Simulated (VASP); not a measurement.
# LiH (I4/mmm) in VASP: further runs

The runs below take LiH through single point, with PBEsol.

All numbers are computed with VASP 6.6.1; they aren't measurements. Logs are shortened: lines on timing, memory, paths and dates and some standing lists are left out, and cuts for length are marked.

## 1. The cell of the first run

Symmetry: I4/mmm, No. 139, tetragonal system. The conventional cell has a = 2.989 Å, b = 2.989 Å, c = 3.740 Å, α = 90.00°, β = 90.00°, γ = 90.00°. Within 2.5 Å of Li (site symmetry 4/mmm) lie 6 H at 1.87 to 2.11 Å. H (site symmetry 4/mmm) has 6 Li at 1.87 to 2.11 Å within 2.5 Å.

## 2. Single point, PBEsol (strain +0.040 along x and y, -0.080 along z)

File INCAR:

```
SYSTEM = LiH
ALGO = Normal ; EDIFF = 1E-6
ENCUT = 520 ; GGA = PS
ISIF = 2 ; ISMEAR = 0
LASPH = .True. ; LCHARG = .False.
LREAL = .False. ; LWAVE = .False.
NBANDS = 9 ; NELM = 100
PREC = Accurate ; SIGMA = 0.05
```

File KPOINTS:

```
k-points
0
Gamma
  10 10 10
  0 0 0
```

File POSCAR:

```
LiH
1.0
    0.0000000000      2.1138000000      1.8699000000
    2.1138000000      0.0000000000      1.8699000000
    2.1138000000      2.1138000000      0.0000000000
Li H
1 1
Direct
    0.0000000000      0.0000000000      0.0000000000
    0.5000000000      0.5000000000      0.5000000000
```

Potentials or basis: VASP PAW PBE potentials, release 64 (Li_sv, H).

Launch:

```console
$ cat potpaw_PBE.64/Li_sv/POTCAR potpaw_PBE.64/H/POTCAR > POTCAR
$ mpirun -np 1 vasp_std > vasp.out
```

OUTCAR:

```text
SYSTEM = LiH
   EDIFF = 1E-6
   ENCUT = 520
   GGA = PS
   ISIF = 2
   ISMEAR = 0
   LASPH = .True.
   LREAL = .False.
   NELM = 100
   PREC = Accurate

 ion  position               nearest neighbor table
   1  0.000  0.000  0.000-
   2  0.500  0.500  0.500-

  LATTYP: Found a body centered tetragonal cell.
 ALAT       =     2.9893646281
 C/A-ratio  =     1.2510350744

  Lattice vectors:

 A1 = (   0.0000000000,  -2.1138000000,  -1.8699000000)
 A2 = (   0.0000000000,   2.1138000000,  -1.8699000000)
 A3 = (   2.1138000000,   0.0000000000,   1.8699000000)

Analysis of symmetry for initial positions (statically):
=====================================================================
 Subroutine PRICEL returns:
 Original cell was already a primitive cell.

 Routine SETGRP: Setting up the symmetry group for a
 body centered tetragonal supercell.

 Subroutine GETGRP returns: Found 16 space group operations
 (whereof 16 operations were pure point group operations)
 out of a pool of 16 trial point group operations.

The static configuration has the point symmetry D_4h.

Analysis of symmetry for dynamics (positions and initial velocities):
=====================================================================
 Subroutine PRICEL returns:
 Original cell was already a primitive cell.

 Routine SETGRP: Setting up the symmetry group for a
 body centered tetragonal supercell.

 Subroutine GETGRP returns: Found 16 space group operations
 (whereof 16 operations were pure point group operations)
 out of a pool of 16 trial point group operations.

The dynamic configuration has the point symmetry D_4h.

 Subroutine INISYM returns: Found 16 space group operations
 (whereof 16 operations are pure point group operations),
 and found     1 'primitive' translations

----------------------------------------------------------------------------------------

                                     Primitive cell

  volume of cell :      16.7100

  direct lattice vectors                    reciprocal lattice vectors
     0.000000000  2.113800000  1.869900000    -0.236540827  0.236540827  0.267393978
     2.113800000  0.000000000  1.869900000     0.236540827 -0.236540827  0.267393978
     2.113800000  2.113800000  0.000000000     0.236540827  0.236540827 -0.267393978

  length of vectors
     2.822175836  2.822175836  2.989364628     0.428255374  0.428255374  0.428255374

  position of ions in fractional coordinates (direct lattice)
     0.000000000  0.000000000  0.000000000
     0.500000000  0.500000000  0.500000000

  ion indices of the primitive-cell ions
   primitive index   ion index
                 1           1
                 2           2

----------------------------------------------------------------------------------------

 KPOINTS: k-points

Automatic generation of k-mesh.
 Grid dimensions read from file:
 generate k-points for:   10   10   10

 Generating k-lattice:

  Cartesian coordinates                     Fractional coordinates (reciprocal lattice)
    -0.023654083  0.023654083  0.026739398     0.100000000  0.000000000  0.000000000
     0.023654083 -0.023654083  0.026739398     0.000000000  0.100000000  0.000000000
     0.023654083  0.023654083 -0.026739398     0.000000000  0.000000000  0.100000000

  Length of vectors
     0.042825537  0.042825537  0.042825537

  Shift w.r.t. Gamma in fractional coordinates (k-lattice)
     0.000000000  0.000000000  0.000000000

 Subroutine IBZKPT returns following result:
 ===========================================

 Found    102 irreducible k-points:

 Following reciprocal coordinates:
            Coordinates               Weight
  0.000000  0.000000  0.000000      1.000000
  0.100000  0.000000  0.000000      8.000000
  0.200000  0.000000  0.000000      8.000000
  0.300000  0.000000  0.000000      8.000000
  0.400000  0.000000  0.000000      8.000000
  0.500000  0.000000  0.000000      4.000000
[... 16 lines left out ...]
  0.300000  0.300000  0.000000      2.000000
  0.400000  0.300000  0.000000      8.000000
 [... further k-points ...]
   k-points           NKPTS =    102   k-points in BZ     NKDIM =    102   number of bands    NBANDS=      9
   number of dos      NEDOS =    301   number of ions     NIONS =      2
   total plane-waves  NPLWV =  13824
   dimension x,y,z NGX =    24 NGY =   24 NGZ =   24
   dimension x,y,z NGXF=    48 NGYF=   48 NGZF=   48
   ions per type =               1   1
   NGX,Y,Z   is equivalent  to a cutoff of  14.14, 14.14, 13.35 a.u.
   NGXF,Y,Z  is equivalent  to a cutoff of  28.28, 28.28, 26.69 a.u.
 SYSTEM =  LiH
   PREC   = accura    normal or accurate (medium, high low for compatibility)
   ISTART =      0    job   : 0-new  1-cont  2-samecut
   ICHARG =      2    charge: 1-file 2-atom 10-const
   ISPIN  =      1    spin polarized calculation?
   LNONCOLLINEAR =      F non collinear calculations
   LSORBIT =      F    spin-orbit coupling
   LASPH  =      T    aspherical Exc in radial PAW
   ENCUT  =  520.0 eV  38.22 Ry    6.18 a.u.   5.25  5.25  5.56*2*pi/ulx,y,z
   NELM   =    100;   NELMIN=  2; NELMDL= -5     # of ELM steps
   EDIFF  = 0.1E-05   stopping-criterion for ELM
   LREAL  =      F    real-space projection
   EDIFFG = 0.1E-04   stopping-criterion for IOM
   NSW    =      0    number of steps for IOM
   IBRION =     -1    ionic relax: 0-MD 1-quasi-New 2-CG
   NFREE  =      0    steps in history (QN), initial steepest desc. (CG)
   ISIF   =      2    stress and relaxation
   ISYM   =      2    0-nonsym 1-usesym 2-fastsym
   POTIM  = 0.5000    time-step for ionic-motion
   TEBEG  =    0.0;   TEEND  =   0.0 temperature during run
   PSTRESS=    0.0 pullay stress
   NELECT =       4.0000    total number of electrons
   NUPDOWN=      -1.0000    fix difference up-down
   EMIN   =  10.00;   EMAX   =-10.00  energy-range for DOS
   EFERMI =   0.00;   METHOD = LEGACY
   ISMEAR =     0;   SIGMA  =   0.05  broadening in eV -4-tet -1-fermi 0-gaus
   EFERMI_NEDOS =   21; number of points for ismear=-14 and -15
   IALGO  =     38    algorithm
   IMIX   =      4    mixing-type and parameters
     AMIX     =   0.40;   BMIX     =  1.00
     AMIX_MAG =   1.60;   BMIX_MAG =  1.00
  volume/ion in A,a.u.               =       8.35        56.38
  Fermi-wavevector in a.u.,A,eV,Ry     =   1.016489  1.920886 14.058224  1.033250
  Thomas-Fermi vector in A             =   2.149836
   LORBIT       =      0    0 simple, 1 ext, 2 COOP (PROOUT), +10 PAW based schemes
   GGA     = PS    functional components
   LHFCALC =     F    Hartree Fock is set to
   AEXX    =    0.0000 exact exchange contribution
   IVDW    =     0    specifies the selected vdW correction
   LEPSILON=     F    determine dielectric tensor
   LRPA    =     F    only Hartree local field effects (RPA)
 non-spin polarized calculation
 Gauss-broadening in eV      SIGMA  =   0.05
  energy-cutoff  :      520.00
  volume of cell :       16.71
 maximum number of plane-waves:       467
 NGX is ok and might be reduce to    24
   NGX = 11   NGY = 11   NGZ = 11

 number of electron       3.9999999 magnetization

 Free energy of the ion-electron system (eV)
  ---------------------------------------------------
  ext. energy  EPLUGINS =         0.00000000
  ---------------------------------------------------
  free energy    TOTEN  =        -6.07809657 eV

  energy without entropy =       -6.07809657  energy(sigma->0) =       -6.07809657

 E-fermi :   0.8923     XC(G=0):  -8.4770

 val. band max:        0.5527675866   @ k =   0.5000   0.5000   0.0000
 cond. band min:       2.2529275705   @ k =   0.5000   0.0000   0.5000
 fundamental gap:      1.7001599839
 Fermi energy:         0.8923328999

 k-point     1 :       0.0000    0.0000    0.0000
  band No.  band energies     occupation
      1     -43.7380      2.00000
      2      -5.4014      2.00000
      3      15.3079      0.00000
      4      16.7555      0.00000
      5      17.8172      0.00000
      6      17.8172      0.00000
      7      21.8784      0.00000
      8      21.8784      0.00000
      9      22.5122      0.00000

 k-point     2 :       0.1000    0.0000    0.0000
  band No.  band energies     occupation
      1     -43.7336      2.00000
      2      -5.2265      2.00000
      3      13.9456      0.00000
      4      16.2872      0.00000
      5      17.0474      0.00000
      6      17.1579      0.00000
      7      21.4347      0.00000
      8      22.4791      0.00000
      9      22.9430      0.00000

 k-point     3 :       0.2000    0.0000    0.0000
  band No.  band energies     occupation
      1     -43.7226      2.00000
      2      -4.7157      2.00000
      3      10.9286      0.00000
      4      14.7628      0.00000
      5      16.1331      0.00000
      6      16.9404      0.00000
      7      20.6482      0.00000
      8      21.8945      0.00000
      9      24.6883      0.00000

 k-point     4 :       0.3000    0.0000    0.0000
  band No.  band energies     occupation
      1     -43.7089      2.00000
      2      -3.9272      2.00000
      3       7.8924      0.00000
      4      13.6176      0.00000
      5      15.3832      0.00000
      6      17.0857      0.00000
      7      18.8622      0.00000
      8      21.8870      0.00000
      9      24.6069      0.00000
[... 205 lines left out ...]
 k-point    22 :      -0.2000    0.2000    0.0000
  band No.  band energies     occupation
      1     -43.7059      2.00000
      2      -3.6466      2.00000
      3       9.5487      0.00000
      4       9.7738      0.00000
      5      14.9426      0.00000
      6      15.2304      0.00000
      7      21.3586      0.00000
      8      22.8629      0.00000
      9      24.5668      0.00000

 k-point    23 :       0.3000    0.3000    0.0000
  band No.  band energies     occupation
      1     -43.6928      2.00000
      2      -2.9728      2.00000
      3       9.5701      0.00000
      4      10.8705      0.00000
      5      10.8705      0.00000
      6      13.9818      0.00000
      7      17.1145      0.00000
      8      28.3524      0.00000
      9      28.3573      0.00000

 k-point    24 :       0.4000    0.3000    0.0000
  band No.  band energies     occupation
      1     -43.6837      2.00000
      2      -2.0133      2.00000
      3       7.4644      0.00000
      4       9.5566      0.00000
      5      10.3072      0.00000
      6      14.6512      0.00000
      7      16.5837      0.00000
      8      27.7002      0.00000
      9      28.7266      0.00000

 [... further k-points ...]
[... 5 lines left out ...]
  --------------------------------------------------------------------------------------
  -------------------------------------------------------------------------------------
  Total       -0.4393959     -0.4393959      0.4962183      0.0000000      0.0000000      0.0000000
  in kB      -42.1298971    -42.1298971     47.5781154      0.0000000      0.0000000      0.0000000
  external PRESSURE =     -12.2272263 kB  Pullay stress =       0.0000000 kB

 VOLUME and BASIS-vectors are now :
 -----------------------------------------------------------------------------
  energy-cutoff  :      520.00
  volume of cell :       16.71
      direct lattice vectors                 reciprocal lattice vectors
     0.000000000  2.113800000  1.869900000    -0.236540827  0.236540827  0.267393978
     2.113800000  0.000000000  1.869900000     0.236540827 -0.236540827  0.267393978
     2.113800000  2.113800000  0.000000000     0.236540827  0.236540827 -0.267393978

 POSITION                                       TOTAL-FORCE (eV/Angst)
 -----------------------------------------------------------------------------------
      0.00000      0.00000      0.00000         0.000000     -0.000000      0.000000
      2.11380      2.11380      1.86990        -0.000000      0.000000      0.000000
 -----------------------------------------------------------------------------------
    total drift:                                0.000000     -0.000000     -0.000000

  FREE ENERGIE OF THE ION-ELECTRON SYSTEM (eV)
  ---------------------------------------------------
  free  energy   TOTEN  =        -6.0780965710 eV

  energy  without entropy=       -6.0780965710  energy(sigma->0) =       -6.07809657
```

It took 7.1 s on 1 thread of Intel Xeon Platinum 8488C (Sapphire Rapids), shared host; peak memory 0.14 GiB.

Results:

```
Free energy            : -6.0781 eV
Band gap on the k mesh : 1.70 eV, indirect (least direct gap 2.57 eV)
```

Caveat: the cell differs from its parent crystal (strain +0.040 along x and y, -0.080 along z); the cutoff is under 1.25 times the usual one of these potentials, so pressure, stress and relaxed cells hold a basis-set (Pulay) error; the PAW data sets were made with another functional, which shifts forces and pressure a little.

[end of part 1 of 2]
